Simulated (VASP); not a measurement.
# KMo2 (Pnnm) in VASP: a series of runs

Runs on KMo2. Level: PBE. Tasks: single point.

Program: VASP 6.6.1. These are calculated values, not measurements. Logs are shortened: lines on timing, memory, paths and dates and some standing lists are left out, and cuts for length are marked.

## 1. The cell of the first run

The structure is orthorhombic, space group Pnnm (No. 58). Conventional cell: a = 5.855 Å, b = 6.033 Å, c = 3.941 Å, α = 90.00°, β = 90.00°, γ = 90.00°. Within 3.3 Å of K (site symmetry 2/m) lie 6 Mo at 2.54 to 2.59 Å. Mo (site symmetry m) has 3 K at 2.54 to 2.59 Å and 1 Mo at 3.38 Å within 3.4 Å.

## 2. Single point, PBE

INCAR

```
ALGO = Fast
EDIFF = 1E-7
ENCUT = 520
GGA = PE
ISIF = 2
ISMEAR = 0
LASPH = T
LCHARG = F
LREAL = F
LWAVE = F
NBANDS = 46
NELM = 60
PREC = Accurate
SIGMA = 0.1
```

KPOINTS

```
k-points
0
Gamma
  4 4 4
```

POSCAR

```
KMo2
1.0
    5.8550581604      0.0000000000      0.0000000000
    0.0000000000      6.0333371749      0.0000000000
    0.0000000000      0.0000000000      3.9409045311
K Mo
2 4
Direct
    0.5000000000      0.5000000000      0.5000000000
    0.0000000000      0.0000000000      0.0000000000
    0.2250000000      0.8250000000      0.5000000000
    0.7250000000      0.6750000000      0.0000000000
    0.7750000000      0.1750000000      0.5000000000
    0.2750000000      0.3250000000      0.0000000000
```

Potentials or basis: VASP PAW PBE potentials, release 64 (K_sv, Mo_sv).

Command:

```console
> cat potpaw_PBE.64/K_sv/POTCAR potpaw_PBE.64/Mo_sv/POTCAR > POTCAR
> mpirun -np 1 vasp_std > vasp.out
```

OUTCAR:

```text
EDIFF = 1E-7
   ENCUT = 520
   GGA = PE
   ISIF = 2
   ISMEAR = 0
   LASPH = T
   LREAL = F
   NELM = 60
   PREC = Accurate

 ion  position               nearest neighbor table
   1  0.500  0.500  0.500-   3 2.54   5 2.54   4 2.59   6 2.59   4 2.59   6 2.59
   2  0.000  0.000  0.000-   4 2.54   6 2.54   5 2.59   3 2.59   3 2.59   5 2.59
   3  0.225  0.825  0.500-   1 2.54   2 2.59   2 2.59   5 3.38
   4  0.725  0.675  0.000-   2 2.54   1 2.59   1 2.59   6 3.38
   5  0.775  0.175  0.500-   1 2.54   2 2.59   2 2.59   3 3.38
   6  0.275  0.325  0.000-   2 2.54   1 2.59   1 2.59   4 3.38

  LATTYP: Found a simple orthorhombic cell.
 ALAT       =     3.9409045311
 B/A-ratio  =     1.4857142857
 C/A-ratio  =     1.5309523809

  Lattice vectors:

 A1 = (   0.0000000000,   0.0000000000,   3.9409045311)
 A2 = (   5.8550581604,   0.0000000000,   0.0000000000)
 A3 = (   0.0000000000,   6.0333371749,   0.0000000000)

Analysis of symmetry for initial positions (statically):
=====================================================================
 Subroutine PRICEL returns:
 Original cell was already a primitive cell.

 Routine SETGRP: Setting up the symmetry group for a
 simple orthorhombic supercell.

 Subroutine GETGRP returns: Found  8 space group operations
 (whereof  4 operations were pure point group operations)
 out of a pool of  8 trial point group operations.

The static configuration has the point symmetry C_2h.
 The point group associated with its full space group is D_2h.

Analysis of symmetry for dynamics (positions and initial velocities):
=====================================================================
 Subroutine PRICEL returns:
 Original cell was already a primitive cell.

 Routine SETGRP: Setting up the symmetry group for a
 simple orthorhombic supercell.

 Subroutine GETGRP returns: Found  8 space group operations
 (whereof  4 operations were pure point group operations)
 out of a pool of  8 trial point group operations.

The dynamic configuration has the point symmetry C_2h.
 The point group associated with its full space group is D_2h.

 Subroutine INISYM returns: Found  8 space group operations
 (whereof  4 operations are pure point group operations),
 and found     1 'primitive' translations

----------------------------------------------------------------------------------------

[... 98 lines left out ...]
   ENCUT  =  520.0 eV  38.22 Ry    6.18 a.u.  10.89 11.22  7.33*2*pi/ulx,y,z
   NELM   =     60;   NELMIN=  2; NELMDL= -5     # of ELM steps
   EDIFF  = 0.1E-06   stopping-criterion for ELM
   LREAL  =      F    real-space projection
   EDIFFG = 0.1E-05   stopping-criterion for IOM
   NSW    =      0    number of steps for IOM
   IBRION =     -1    ionic relax: 0-MD 1-quasi-New 2-CG
   NFREE  =      0    steps in history (QN), initial steepest desc. (CG)
   ISIF   =      2    stress and relaxation
   ISYM   =      2    0-nonsym 1-usesym 2-fastsym
   POTIM  = 0.5000    time-step for ionic-motion
   TEBEG  =    0.0;   TEEND  =   0.0 temperature during run
   PSTRESS=    0.0 pullay stress
   NELECT =      74.0000    total number of electrons
   NUPDOWN=      -1.0000    fix difference up-down
   EMIN   =  10.00;   EMAX   =-10.00  energy-range for DOS
   EFERMI =   0.00;   METHOD = LEGACY
   ISMEAR =     0;   SIGMA  =   0.10  broadening in eV -4-tet -1-fermi 0-gaus
   EFERMI_NEDOS =   21; number of points for ismear=-14 and -15
   IALGO  =     68    algorithm
   IMIX   =      4    mixing-type and parameters
     AMIX     =   0.40;   BMIX     =  1.00
     AMIX_MAG =   1.60;   BMIX_MAG =  1.00
  volume/ion in A,a.u.               =      23.20       156.58
  Fermi-wavevector in a.u.,A,eV,Ry     =   1.326143  2.506048 23.927973  1.758656
  Thomas-Fermi vector in A             =   2.455552
   LORBIT       =      0    0 simple, 1 ext, 2 COOP (PROOUT), +10 PAW based schemes
   GGA     = PE    functional components
   LHFCALC =     F    Hartree Fock is set to
   AEXX    =    0.0000 exact exchange contribution
   IVDW    =     0    specifies the selected vdW correction
   LEPSILON=     F    determine dielectric tensor
   LRPA    =     F    only Hartree local field effects (RPA)
 non-spin polarized calculation
 RMM-DIIS sequential band-by-band and
 Gauss-broadening in eV      SIGMA  =   0.10
  energy-cutoff  :      520.00
  volume of cell :      139.21
 maximum number of plane-waves:      3770
 NGX is ok and might be reduce to    48
   NGX = 21   NGY = 23   NGZ = 15

 number of electron      74.0000004 magnetization

 Free energy of the ion-electron system (eV)
  ---------------------------------------------------
  ext. energy  EPLUGINS =         0.00000000
  ---------------------------------------------------
  free energy    TOTEN  =       -21.55369380 eV

  energy without entropy =      -21.48478361  energy(sigma->0) =      -21.51923870

 E-fermi :   5.4004     XC(G=0): -10.5378

 val. band max:        5.3976785862   @ k =   0.2500   0.0000   0.0000
 cond. band min:       5.4007587376   @ k =   0.5000   0.2500   0.5000
 fundamental gap:      0.0030801514
 Fermi energy:         5.4003745504

 k-point     1 :       0.0000    0.0000    0.0000
  band No.  band energies     occupation
      1     -55.5452      2.00000
      2     -55.5346      2.00000
      3     -55.5339      2.00000
      4     -55.5329      2.00000
      5     -29.8889      2.00000
      6     -29.6976      2.00000
[... 1165 lines left out ...]
     45       6.9728      0.00000
     46       6.9728      0.00000

 [... further k-points ...]
[... 5 lines left out ...]
  --------------------------------------------------------------------------------------
  -------------------------------------------------------------------------------------
  Total       -7.2009539     -6.4631389      1.6354219     -0.0000000      0.0000000      0.0000000
  in kB      -82.8735400    -74.3822566     18.8215619     -0.0000000      0.0000000      0.0000000
  external PRESSURE =     -46.1447449 kB  Pullay stress =       0.0000000 kB

 VOLUME and BASIS-vectors are now :
 -----------------------------------------------------------------------------
  energy-cutoff  :      520.00
  volume of cell :      139.21
      direct lattice vectors                 reciprocal lattice vectors
     5.855058160  0.000000000  0.000000000     0.170792496  0.000000000  0.000000000
     0.000000000  6.033337175  0.000000000     0.000000000  0.165745751  0.000000000
     0.000000000  0.000000000  3.940904531     0.000000000  0.000000000  0.253748852

 POSITION                                       TOTAL-FORCE (eV/Angst)
 -----------------------------------------------------------------------------------
      2.92753      3.01667      1.97045        -0.000000     -0.000000      0.000000
      0.00000      0.00000      0.00000        -0.000000     -0.000000      0.000000
      1.31739      4.97750      1.97045         0.370797      0.366197      0.000000
      4.24492      4.07250      0.00000         0.370797     -0.366197     -0.000000
      4.53767      1.05583      1.97045        -0.370797     -0.366197      0.000000
      1.61014      1.96083      0.00000        -0.370797      0.366197      0.000000
 -----------------------------------------------------------------------------------
    total drift:                               -0.000000      0.000000      0.000000

  FREE ENERGIE OF THE ION-ELECTRON SYSTEM (eV)
  ---------------------------------------------------
  free  energy   TOTEN  =       -21.5536937952 eV

  energy  without entropy=      -21.4847836125  energy(sigma->0) =      -21.51923870
```

OSZICAR:

```text
N       E                     dE             d eps       ncg     rms          rms(c)
DAV:   1     0.872762147972E+03    0.87276E+03   -0.44300E+04  2556   0.160E+03
DAV:   2     0.158950829270E+02   -0.85687E+03   -0.84109E+03  2708   0.504E+02
DAV:   3    -0.212383543483E+02   -0.37133E+02   -0.34640E+02  3794   0.907E+01
[... 19 lines left out ...]
RMM:  23    -0.215536929944E+02   -0.60337E-06   -0.67681E-06  2712   0.308E-03    0.183E-03
RMM:  24    -0.215536932848E+02   -0.29042E-06   -0.40623E-06  2343   0.220E-03    0.161E-03
RMM:  25    -0.215536935666E+02   -0.28179E-06   -0.25351E-06  2541   0.233E-03    0.301E-04
RMM:  26    -0.215536936996E+02   -0.13300E-06   -0.15107E-06  1729   0.130E-03    0.285E-04
RMM:  27    -0.215536937952E+02   -0.95570E-07   -0.98857E-07  1545   0.110E-03
   1 F= -.21553694E+02 E0= -.21519239E+02  d E =-.689102E-01
```

Run time: 12 min. Hardware: 1 thread of Oxide Virtual Turin-like, shared host; peak memory 0.28 GiB.

What came out:

```
Free energy            : -21.5537 eV
Pressure               : -4.6 GPa
Largest force          : 0.521 eV/Å
Band gap on the k mesh : zero (bands 37 and 38 overlap by 0.76 eV)
```

Forces in eV/Å, atoms in the order of the input:
```
K    0.000  0.000  0.000
K    0.000  0.000  0.000
Mo   0.371  0.366  0.000
Mo   0.371 -0.366  0.000
Mo  -0.371 -0.366  0.000
Mo  -0.371  0.366  0.000
```

Stress tensor (GPa, compression positive):
```
-8.29  0.00  0.00
 0.00 -7.44  0.00
 0.00  0.00  1.88
```

Caveat: the k points lie up to 0.40 Å⁻¹ apart, too coarse for converged energies and pressures of a metal.

## 3. Single point, PBE

This run uses another cell than the first one, of 24.12 Å³/atom.

INCAR

```
SYSTEM = KMo2
  ALGO = Fast
  EDIFF = 1E-6
  ENCUT = 520
  GGA = PE
  ISIF = 2
  ISMEAR = 0
  LASPH = .True.
  LCHARG = .False.
  LREAL = .False.
  LWAVE = .False.
  NBANDS = 46
  NELM = 60
  PREC = Accurate
  SIGMA = 0.1
```

KPOINTS

```
k-points
0
Gamma
  4 4 4
  0 0 0
```

POSCAR

```
KMo2
1.0
    2.8544365987      0.0000000000      0.0000000000
    0.0000000000      8.3211864258      0.0000000000
    0.0000000000      0.0000000000      6.0934192162
K Mo
2 4
Direct
    0.5000000000      0.5000000000      0.5000000000
    0.0000000000      0.0000000000      0.0000000000
    0.3664022237      0.8790136145      0.5000000000
    0.8664022237      0.6209863855      0.0000000000
    0.6335977763      0.1209863855      0.5000000000
    0.1335977763      0.3790136145      0.0000000000
```

Potentials or basis: VASP PAW PBE potentials, release 64 (K_sv, Mo_sv).

Command:

```console
> cat potpaw_PBE.64/K_sv/POTCAR potpaw_PBE.64/Mo_sv/POTCAR > POTCAR
> mpirun -np 1 vasp_std > vasp.out
```

OUTCAR:

```text
SYSTEM = KMo2
   EDIFF = 1E-6
   ENCUT = 520
   GGA = PE
   ISIF = 2
   ISMEAR = 0
   LASPH = .True.
   LREAL = .False.
   NELM = 60
   PREC = Accurate

 ion  position               nearest neighbor table
   1  0.500  0.500  0.500-   3 3.18   5 3.18   4 3.37   6 3.37   4 3.37   6 3.37
   2  0.000  0.000  0.000-   4 3.18   6 3.18   5 3.37   3 3.37   3 3.37   5 3.37
   3  0.366  0.879  0.500-   5 2.15   5 2.90   1 3.18   2 3.37   2 3.37
   4  0.866  0.621  0.000-   6 2.15   6 2.90   2 3.18   1 3.37   1 3.37
   5  0.634  0.121  0.500-   3 2.15   3 2.90   1 3.18   2 3.37   2 3.37
   6  0.134  0.379  0.000-   4 2.15   4 2.90   2 3.18   1 3.37   1 3.37

  LATTYP: Found a simple orthorhombic cell.
 ALAT       =     2.8544365987
 B/A-ratio  =     2.1347187109
 C/A-ratio  =     2.9151764764

  Lattice vectors:

 A1 = (  -2.8544365987,   0.0000000000,   0.0000000000)
 A2 = (   0.0000000000,   0.0000000000,   6.0934192162)
 A3 = (   0.0000000000,   8.3211864258,   0.0000000000)

Analysis of symmetry for initial positions (statically):
=====================================================================
 Subroutine PRICEL returns:
 Original cell was already a primitive cell.

 Routine SETGRP: Setting up the symmetry group for a
 simple orthorhombic supercell.

 Subroutine GETGRP returns: Found  8 space group operations
 (whereof  4 operations were pure point group operations)
 out of a pool of  8 trial point group operations.

The static configuration has the point symmetry C_2h.
 The point group associated with its full space group is D_2h.

Analysis of symmetry for dynamics (positions and initial velocities):
=====================================================================
 Subroutine PRICEL returns:
 Original cell was already a primitive cell.

 Routine SETGRP: Setting up the symmetry group for a
 simple orthorhombic supercell.

 Subroutine GETGRP returns: Found  8 space group operations
[... 129 lines left out ...]
   IALGO  =     68    algorithm
   IMIX   =      4    mixing-type and parameters
     AMIX     =   0.40;   BMIX     =  1.00
     AMIX_MAG =   1.60;   BMIX_MAG =  1.00
  volume/ion in A,a.u.               =      24.12       162.78
  Fermi-wavevector in a.u.,A,eV,Ry     =   1.309071  2.473785 23.315850  1.713667
  Thomas-Fermi vector in A             =   2.439695
   LORBIT       =      0    0 simple, 1 ext, 2 COOP (PROOUT), +10 PAW based schemes
   GGA     = PE    functional components
   LHFCALC =     F    Hartree Fock is set to
   AEXX    =    0.0000 exact exchange contribution
   IVDW    =     0    specifies the selected vdW correction
   LEPSILON=     F    determine dielectric tensor
   LRPA    =     F    only Hartree local field effects (RPA)
 non-spin polarized calculation
 RMM-DIIS sequential band-by-band and
 Gauss-broadening in eV      SIGMA  =   0.10
  energy-cutoff  :      520.00
  volume of cell :      144.73
 maximum number of plane-waves:      3931
 NGX is ok and might be reduce to    24
   NGX = 11   NGY = 31   NGZ = 23

 number of electron      74.0000007 magnetization

 Free energy of the ion-electron system (eV)
  ---------------------------------------------------
  ext. energy  EPLUGINS =         0.00000000
  ---------------------------------------------------
  free energy    TOTEN  =       -36.72751645 eV

  energy without entropy =      -36.67916024  energy(sigma->0) =      -36.70333834

 E-fermi :   5.4596     XC(G=0): -10.2173

 val. band max:        5.4547497488   @ k =   0.5000   0.0000   0.2500
 cond. band min:       5.4693749423   @ k =   0.2500   0.2500   0.5000
 fundamental gap:      0.0146251935
 Fermi energy:         5.4596032184

 k-point     1 :       0.0000    0.0000    0.0000
  band No.  band energies     occupation
      1     -55.6477      2.00000
      2     -55.6466      2.00000
      3     -55.0069      2.00000
      4     -55.0057      2.00000
      5     -30.9704      2.00000
      6     -30.9649      2.00000
[... 1165 lines left out ...]
     45       8.7322      0.00000
     46       8.7326      0.00000

 [... further k-points ...]
[... 5 lines left out ...]
  --------------------------------------------------------------------------------------
  -------------------------------------------------------------------------------------
  Total        0.3450768      1.3707607      0.1584362      0.0000000      0.0000000      0.0000000
  in kB        3.8199670     15.1741897      1.7538741      0.0000000      0.0000000      0.0000000
  external PRESSURE =       6.9160102 kB  Pullay stress =       0.0000000 kB

 VOLUME and BASIS-vectors are now :
 -----------------------------------------------------------------------------
  energy-cutoff  :      520.00
  volume of cell :      144.73
      direct lattice vectors                 reciprocal lattice vectors
     2.854436599  0.000000000  0.000000000     0.350331831  0.000000000  0.000000000
     0.000000000  8.321186426  0.000000000     0.000000000  0.120175171  0.000000000
     0.000000000  0.000000000  6.093419216     0.000000000  0.000000000  0.164111472

 POSITION                                       TOTAL-FORCE (eV/Angst)
 -----------------------------------------------------------------------------------
      1.42722      4.16059      3.04671        -0.000000      0.000000      0.000000
      0.00000      0.00000      0.00000        -0.000000      0.000000      0.000000
      1.04587      7.31444      3.04671        -0.104086     -0.301827      0.000000
      2.47309      5.16734      0.00000        -0.104086      0.301827      0.000000
      1.80856      1.00675      3.04671         0.104086      0.301827      0.000000
      0.38135      3.15384      0.00000         0.104086     -0.301827     -0.000000
 -----------------------------------------------------------------------------------
    total drift:                                0.000000     -0.000000     -0.000000

  FREE ENERGIE OF THE ION-ELECTRON SYSTEM (eV)
  ---------------------------------------------------
  free  energy   TOTEN  =       -36.7275164524 eV

  energy  without entropy=      -36.6791602355  energy(sigma->0) =      -36.70333834
```

OSZICAR:

```text
N       E                     dE             d eps       ncg     rms          rms(c)
DAV:   1     0.870227308957E+03    0.87023E+03   -0.44118E+04  2588   0.159E+03
DAV:   2     0.365778539771E+01   -0.86657E+03   -0.84579E+03  2682   0.500E+02
DAV:   3    -0.374040335107E+02   -0.41062E+02   -0.39547E+02  3776   0.950E+01
[... 12 lines left out ...]
RMM:  16    -0.367275075568E+02   -0.63301E-05   -0.79489E-05  3290   0.227E-02    0.410E-03
RMM:  17    -0.367275136535E+02   -0.60967E-05   -0.51912E-05  2879   0.145E-02    0.463E-03
RMM:  18    -0.367275148925E+02   -0.12390E-05   -0.21641E-05  2715   0.102E-02    0.244E-03
RMM:  19    -0.367275161028E+02   -0.12103E-05   -0.11704E-05  2534   0.656E-03    0.234E-03
RMM:  20    -0.367275164524E+02   -0.34962E-06   -0.45050E-06  2284   0.479E-03
   1 F= -.36727516E+02 E0= -.36703338E+02  d E =-.483562E-01
```

Run time: 7.7 min. Hardware: 1 thread of Oxide Virtual Turin-like, shared host; peak memory 0.29 GiB.

What came out:

- Free energy: -36.7275 eV
- Pressure: 0.7 GPa
- Largest force: 0.319 eV/Å
- Band gap on the k mesh: zero (bands 37 and 38 overlap by 1.17 eV)

Forces in eV/Å, atoms in the order of the input:
```
K    0.000  0.000  0.000
K    0.000  0.000  0.000
Mo  -0.104 -0.302  0.000
Mo  -0.104  0.302  0.000
Mo   0.104  0.302  0.000
Mo   0.104 -0.302  0.000
```

Stress tensor (GPa, compression positive):
```
0.38 0.00 0.00
0.00 1.52 0.00
0.00 0.00 0.18
```

Caveat: the k points lie up to 0.55 Å⁻¹ apart, too coarse for converged energies and pressures of a metal.
